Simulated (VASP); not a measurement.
The system is Mg4Cd.

```xyz
5
Lattice="2.3733 -5.5417 0.0000 2.3733 5.5417 0.0000 0.0000 0.0000 4.6877" Properties=species:S:1:pos:R:3 pbc="T T T"
Mg    2.3733    3.8556    0.0000
Mg    2.3733    1.7036    2.3438
Mg    2.3733   -3.8556    0.0000
Mg    2.3733   -1.7036    2.3438
Cd    0.0000    0.0000    2.3438
```

```yaml
Program: VASP 6.6.1
Task: relaxation of cell and atoms
Functional: PBE
Potentials_or_basis: VASP PAW PBE potentials, release 64 (Mg, Cd)
Cutoff: 600 eV
k_mesh: 10 × 10 × 8
Occupations: gaussian, width 0.1 eV
Spin: no spin polarisation
```

At the start: pressure -0.1 GPa; volume 24.66 Å³/atom.

**Question.** How do energy, volume and symmetry change on relaxing?

**Answer.** Over 10 steps the energy falls by 3.5 meV/atom and the volume is 24.53 Å³/atom (-0.5 %); space group Cmmm (No. 65, to 0.1 Å) before and after.

The path:
```
step  energy change (eV)  largest force (eV/Å)  pressure (GPa)  volume (Å³)
   1              0.0000                0.0045           -0.15       123.30
   2             -0.0058                0.0146           -0.03       122.90
   3             -0.0137                0.0563            0.27       121.81
   4             -0.0138                0.0622            0.33       121.63
   5             -0.0166                0.0478           -0.01       122.73
   6             -0.0167                0.0431           -0.10       123.07
   7             -0.0175                0.0212           -0.03       122.82
   8             -0.0175                0.0132            0.00       122.73
   9             -0.0175                0.0127            0.00       122.72
  10             -0.0176                0.0096            0.02       122.67
```

Final structure:
```
Mg Cd
1.0
     2.38793   -5.34990    0.00000
     2.38793    5.34990    0.00000
     0.00000    0.00000    4.80112
Mg Cd
4 1
Direct
  0.15090 0.84910 0.00000
  0.34553 0.65447 0.50000
  0.84910 0.15090 0.00000
  0.65447 0.34553 0.50000
  0.00000 0.00000 0.50000
```
